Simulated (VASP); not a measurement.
# Ge (P-6m2) in VASP: single point with r2SCAN

Aim: the single point of Ge with r2SCAN.

Everything below comes from runs of VASP 6.6.1. Logs are shortened: lines on timing, memory, paths and dates and some standing lists are left out, and cuts for length are marked.

## 1. The cell of the first run

Symmetry: P-6m2, No. 187, hexagonal system. Conventional cell: a = 4.003 Å, b = 4.003 Å, c = 13.653 Å, α = 90.00°, β = 90.00°, γ = 120.00°. Ge (site symmetry 3m) has 4 Ge at 2.45 Å within 3.2 Å. Ge (site symmetry 3m) has 4 Ge at 2.45 Å within 3.2 Å. Ge (site symmetry 3m) has 4 Ge at 2.45 to 2.98 Å within 3.2 Å. Ge (site symmetry 3m) has 4 Ge at 2.45 to 2.48 Å within 3.2 Å.

## 2. Single point, r2SCAN (the distance across one plane changed)

Input file POSCAR:

```
Ge
1.0
   -4.0034553964      0.0000000000      0.0000000000
   -2.0017276982     -3.4670940762      0.0000000000
    0.0000000000      0.0000000000     13.6526505051
Ge
8
Direct
    0.0000000000      1.0000000000      0.1510927038
    0.0000000000      0.0000000000      0.3305958335
    0.0000000000      0.0000000000      0.6327812411
    0.0000000000      1.0000000000      0.8122843709
    0.3333333333      0.3333333333      0.0906695050
    0.6666666667      0.6666666667      0.3910190323
    0.6666666667      0.6666666667      0.5723580424
    0.3333333333      0.3333333333      0.8727075696
```

Input file INCAR.step1:

```
PREC = Accurate ; ENCUT = 520
ISMEAR = 0 ; SIGMA = 0.03
LREAL = False ; LASPH = True
NELM = 60 ; NBANDS = 66
GGA = PE ; ALGO = Normal
EDIFF = 1E-4 ; LWAVE = True
LCHARG = False
```

Input file INCAR.step2:

```
PREC = Accurate ; ENCUT = 520
EDIFF = 1E-7 ; ISMEAR = 0
SIGMA = 0.03 ; LREAL = False
LASPH = True ; NELM = 60
ALGO = Normal ; ISIF = 2
LWAVE = False ; LCHARG = True
METAGGA = R2SCAN ; LMIXTAU = True
LELF = True ; LVHAR = True
NBANDS = 66 ; ISTART = 1
```

Input file KPOINTS:

```
Automatic mesh
0
Gamma
  10 10 3
```

Potentials or basis: VASP PAW PBE potentials, release 64 (Ge_d).

Started as:

```console
$ cat potpaw_PBE.64/Ge_d/POTCAR > POTCAR
$ cp INCAR.step1 INCAR
$ mpirun -np 1 vasp_std > vasp.out
$ cp INCAR.step2 INCAR
$ mpirun -np 1 vasp_std > vasp.out
```

OUTCAR:

```text
PREC = Accurate
   ENCUT = 520
   EDIFF = 1E-7
   ISMEAR = 0
   LREAL = False
   LASPH = True
   NELM = 60
   ISIF = 2
   METAGGA = R2SCAN
   ISTART = 1

 ion  position               nearest neighbor table
   1  0.000  0.000  0.151-   2 2.45   5 2.45   5 2.45   5 2.45
   2  0.000  0.000  0.331-   1 2.45   6 2.45   6 2.45   6 2.45
   3  0.000  0.000  0.633-   4 2.45   7 2.45   7 2.45   7 2.45
   4  0.000  0.000  0.812-   3 2.45   8 2.45   8 2.45   8 2.45
   5  0.333  0.333  0.091-   1 2.45   1 2.45   1 2.45
   6  0.667  0.667  0.391-   2 2.45   2 2.45   2 2.45   7 2.48
   7  0.667  0.667  0.572-   3 2.45   3 2.45   3 2.45   6 2.48
   8  0.333  0.333  0.873-   4 2.45   4 2.45   4 2.45

  LATTYP: Found a hexagonal cell.
 ALAT       =     4.0034553964
 C/A-ratio  =     3.4102167136

  Lattice vectors:

 A1 = (   2.0017276982,   3.4670940762,   0.0000000000)
 A2 = (  -4.0034553964,   0.0000000000,   0.0000000000)
 A3 = (   0.0000000000,   0.0000000000,  13.6526505051)

Analysis of symmetry for initial positions (statically):
=====================================================================
 Subroutine PRICEL returns:
 Original cell was already a primitive cell.

 Routine SETGRP: Setting up the symmetry group for a
 hexagonal supercell.

 Subroutine GETGRP returns: Found 12 space group operations
 (whereof  6 operations were pure point group operations)
 out of a pool of 24 trial point group operations.

The static configuration has the point symmetry C_3v.
 The point group associated with its full space group is D_3h.

Analysis of symmetry for dynamics (positions and initial velocities):
=====================================================================
 Subroutine PRICEL returns:
 Original cell was already a primitive cell.

 Routine SETGRP: Setting up the symmetry group for a
 hexagonal supercell.

 Subroutine GETGRP returns: Found 12 space group operations
 (whereof  6 operations were pure point group operations)
 out of a pool of 24 trial point group operations.

The dynamic configuration has the point symmetry C_3v.
 The point group associated with its full space group is D_3h.

 Subroutine INISYM returns: Found 12 space group operations
 (whereof  6 operations are pure point group operations),
 and found     1 'primitive' translations

----------------------------------------------------------------------------------------

                                     Primitive cell

  volume of cell :     189.5037

  direct lattice vectors                    reciprocal lattice vectors
    -4.003455396  0.000000000  0.000000000    -0.249784224  0.144212989  0.000000000
    -2.001727698 -3.467094076  0.000000000     0.000000000 -0.288425978  0.000000000
     0.000000000  0.000000000 13.652650505     0.000000000  0.000000000  0.073245851

  length of vectors
     4.003455396  4.003455396 13.652650505     0.288425978  0.288425978  0.073245851

  position of ions in fractional coordinates (direct lattice)
     0.000000000  0.000000000  0.151092704
     0.000000000  0.000000000  0.330595833
     0.000000000  0.000000000  0.632781241
     0.000000000  0.000000000  0.812284371
     0.333333333  0.333333333  0.090669505
     0.666666667  0.666666667  0.391019032
     0.666666667  0.666666667  0.572358042
     0.333333333  0.333333333  0.872707570

  ion indices of the primitive-cell ions
   primitive index   ion index
                 1           1
                 2           2
                 3           3
                 4           4
                 5           5
                 6           6
                 7           7
                 8           8

----------------------------------------------------------------------------------------

 KPOINTS: Automatic mesh

Automatic generation of k-mesh.
 Grid dimensions read from file:
 generate k-points for:   10   10    3

 Generating k-lattice:

  Cartesian coordinates                     Fractional coordinates (reciprocal lattice)
    -0.024978422  0.014421299  0.000000000     0.100000000  0.000000000  0.000000000
     0.000000000 -0.028842598  0.000000000     0.000000000  0.100000000  0.000000000
     0.000000000  0.000000000  0.024415284     0.000000000  0.000000000  0.333333333

  Length of vectors
     0.028842598  0.028842598  0.024415284

  Shift w.r.t. Gamma in fractional coordinates (k-lattice)
     0.000000000  0.000000000  0.000000000

 Subroutine IBZKPT returns following result:
 ===========================================

 Found     28 irreducible k-points:

 Following reciprocal coordinates:
            Coordinates               Weight
  0.000000  0.000000  0.000000      1.000000
  0.100000  0.000000  0.000000      6.000000
  0.200000  0.000000  0.000000      6.000000
  0.300000 -0.000000  0.000000      6.000000
  0.400000  0.000000  0.000000      6.000000
  0.500000 -0.000000  0.000000      3.000000
[... 16 lines left out ...]
  0.400000  0.100000  0.333333     24.000000
  0.500000  0.100000  0.333333     24.000000
 [... further k-points ...]
   k-points           NKPTS =     28   k-points in BZ     NKDIM =     28   number of bands    NBANDS=     66
   number of dos      NEDOS =    301   number of ions     NIONS =      8
   total plane-waves  NPLWV =  97200
   dimension x,y,z NGX =    30 NGY =   30 NGZ =  108
   dimension x,y,z NGXF=    60 NGYF=   60 NGZF=  216
   ions per type =               8
   NGX,Y,Z   is equivalent  to a cutoff of  12.46, 12.46, 13.15 a.u.
   NGXF,Y,Z  is equivalent  to a cutoff of  24.92, 24.92, 26.30 a.u.
 SYSTEM =  unknown system
   PREC   = accura    normal or accurate (medium, high low for compatibility)
   ISTART =      1    job   : 0-new  1-cont  2-samecut
   ICHARG =      0    charge: 1-file 2-atom 10-const
   ISPIN  =      1    spin polarized calculation?
   LNONCOLLINEAR =      F non collinear calculations
   LSORBIT =      F    spin-orbit coupling
   LASPH  =      T    aspherical Exc in radial PAW
   ENCUT  =  520.0 eV  38.22 Ry    6.18 a.u.   7.44  7.44 25.38*2*pi/ulx,y,z
   NELM   =     60;   NELMIN=  2; NELMDL=  0     # of ELM steps
   EDIFF  = 0.1E-06   stopping-criterion for ELM
   LREAL  =      F    real-space projection
   EDIFFG = 0.1E-05   stopping-criterion for IOM
   NSW    =      0    number of steps for IOM
   IBRION =     -1    ionic relax: 0-MD 1-quasi-New 2-CG
   NFREE  =      0    steps in history (QN), initial steepest desc. (CG)
   ISIF   =      2    stress and relaxation
   ISYM   =      2    0-nonsym 1-usesym 2-fastsym
   POTIM  = 0.5000    time-step for ionic-motion
   TEBEG  =    0.0;   TEEND  =   0.0 temperature during run
   PSTRESS=    0.0 pullay stress
   NELECT =     112.0000    total number of electrons
   NUPDOWN=      -1.0000    fix difference up-down
   EMIN   =  10.00;   EMAX   =-10.00  energy-range for DOS
   EFERMI =   0.00;   METHOD = LEGACY
   ISMEAR =     0;   SIGMA  =   0.03  broadening in eV -4-tet -1-fermi 0-gaus
   EFERMI_NEDOS =   21; number of points for ismear=-14 and -15
   IALGO  =     38    algorithm
   IMIX   =      4    mixing-type and parameters
     AMIX     =   0.40;   BMIX     =  1.00
     AMIX_MAG =   1.60;   BMIX_MAG =  1.00
  volume/ion in A,a.u.               =      23.69       159.85
  Fermi-wavevector in a.u.,A,eV,Ry     =   1.373857  2.596214 25.680779  1.887484
  Thomas-Fermi vector in A             =   2.499336
   LORBIT       =      0    0 simple, 1 ext, 2 COOP (PROOUT), +10 PAW based schemes
   METAGGA = R2SCAN    functional components
   LHFCALC =     F    Hartree Fock is set to
   AEXX    =    0.0000 exact exchange contribution
   IVDW    =     0    specifies the selected vdW correction
   LEPSILON=     F    determine dielectric tensor
   LRPA    =     F    only Hartree local field effects (RPA)
 non-spin polarized calculation
 Gauss-broadening in eV      SIGMA  =   0.03
  energy-cutoff  :      520.00
  volume of cell :      189.50
 maximum number of plane-waves:      5157
 NGX is ok and might be reduce to    30
   NGX = 15   NGY = 15   NGZ = 51

 number of electron     112.0000100 magnetization

 Free energy of the ion-electron system (eV)
  ---------------------------------------------------
  ext. energy  EPLUGINS =         0.00000000
  ---------------------------------------------------
  free energy    TOTEN  =      -110.40838244 eV

  energy without entropy =     -110.40823605  energy(sigma->0) =     -110.40830925

 E-fermi :   4.3797     XC(G=0): -10.5711

 val. band max:        4.3608009250   @ k =   0.0000   0.0000   0.0000
 cond. band min:       4.3900814588   @ k =   0.0000   0.0000   0.0000
 fundamental gap:      0.0292805338
 Fermi energy:         4.3796863310

 k-point     1 :       0.0000    0.0000    0.0000
  band No.  band energies     occupation
      1     -21.1775      2.00000
      2     -21.1774      2.00000
      3     -21.1596      2.00000
      4     -21.1596      2.00000
      5     -21.1377      2.00000
      6     -21.1222      2.00000
[... 58 lines left out ...]
     65       8.0586      0.00000
     66       8.2386      0.00000

 k-point     2 :       0.1000    0.0000    0.0000
  band No.  band energies     occupation
      1     -21.1828      2.00000
      2     -21.1798      2.00000
      3     -21.1625      2.00000
      4     -21.1621      2.00000
      5     -21.1418      2.00000
      6     -21.1227      2.00000
[... 58 lines left out ...]
     65       8.0195      0.00000
     66       8.5151      0.00000

 k-point     3 :       0.2000    0.0000    0.0000
  band No.  band energies     occupation
      1     -21.1906      2.00000
      2     -21.1843      2.00000
      3     -21.1682      2.00000
      4     -21.1657      2.00000
      5     -21.1512      2.00000
      6     -21.1239      2.00000
[... 1438 lines left out ...]
     65       8.8388      0.00000
     66       9.9595      0.00000

 k-point    24 :       0.5000    0.1000    0.3333
  band No.  band energies     occupation
      1     -21.1949      2.00000
      2     -21.1884      2.00000
      3     -21.1824      2.00000
      4     -21.1748      2.00000
      5     -21.1633      2.00000
      6     -21.1132      2.00000
[... 58 lines left out ...]
     65       8.5845      0.00000
     66       9.6559      0.00000

 [... further k-points ...]

------------------------ aborting loop because EDIFF is reached ----------------------------------------

  FORCE on cell =-STRESS in cart. coord.  units (eV):
  Direction    XX          YY          ZZ          XY          YZ          ZX
  --------------------------------------------------------------------------------------
  -------------------------------------------------------------------------------------
  Total        0.2549940      0.2549940     -4.3279021      0.0000000      0.0000000      0.0000000
  in kB        2.1558715      2.1558715    -36.5906743      0.0000000      0.0000000      0.0000000
  external PRESSURE =     -10.7596437 kB  Pullay stress =       0.0000000 kB

 VOLUME and BASIS-vectors are now :
 -----------------------------------------------------------------------------
  energy-cutoff  :      520.00
  volume of cell :      189.50
      direct lattice vectors                 reciprocal lattice vectors
    -4.003455396  0.000000000  0.000000000    -0.249784224  0.144212989  0.000000000
    -2.001727698 -3.467094076  0.000000000     0.000000000 -0.288425978  0.000000000
     0.000000000  0.000000000 13.652650505     0.000000000  0.000000000  0.073245851

 POSITION                                       TOTAL-FORCE (eV/Angst)
 -----------------------------------------------------------------------------------
      0.00000      0.00000      2.06282        -0.000000      0.000000     -0.312850
      0.00000      0.00000      4.51351        -0.000000     -0.000000      0.046629
      0.00000      0.00000      8.63914        -0.000000     -0.000000     -0.046629
      0.00000      0.00000     11.08983        -0.000000      0.000000      0.312850
     -2.00173     -1.15570      1.23788         0.000000      0.000000     -1.229687
     -4.00346     -2.31140      5.33845         0.000000      0.000000     -0.012056
     -4.00346     -2.31140      7.81420        -0.000000      0.000000      0.012056
     -2.00173     -1.15570     11.91477         0.000000      0.000000      1.229687
 -----------------------------------------------------------------------------------
    total drift:                               -0.000001     -0.000000     -0.000903

  FREE ENERGIE OF THE ION-ELECTRON SYSTEM (eV)
  ---------------------------------------------------
  free  energy   TOTEN  =      -110.4083824411 eV

  energy  without entropy=     -110.4082360490  energy(sigma->0) =     -110.40830925
```

It took 13 min on 1 thread of Intel Xeon 6975P-C (Granite Rapids), shared host; peak memory 0.46 GiB.

What came out:

```yaml
Free_energy: -110.4084 eV
Pressure: -1.1 GPa
Largest_force: 1.230 eV/Å
Band_gap_on_the_k_mesh: 0.03 eV
```

Forces on the atoms (eV/Å):
```
Ge   0.000  0.000 -0.313
Ge   0.000  0.000  0.047
Ge   0.000  0.000 -0.047
Ge   0.000  0.000  0.313
Ge   0.000  0.000 -1.230
Ge   0.000  0.000 -0.012
Ge   0.000  0.000  0.012
Ge   0.000  0.000  1.230
```

Stress tensor (GPa, compression positive):
```
 0.22  0.00  0.00
 0.00  0.22  0.00
 0.00  0.00 -3.66
```

Caveat: the cell differs from its parent crystal (the distance across one plane changed); the PAW data sets were made with another functional, which shifts forces and pressure a little.
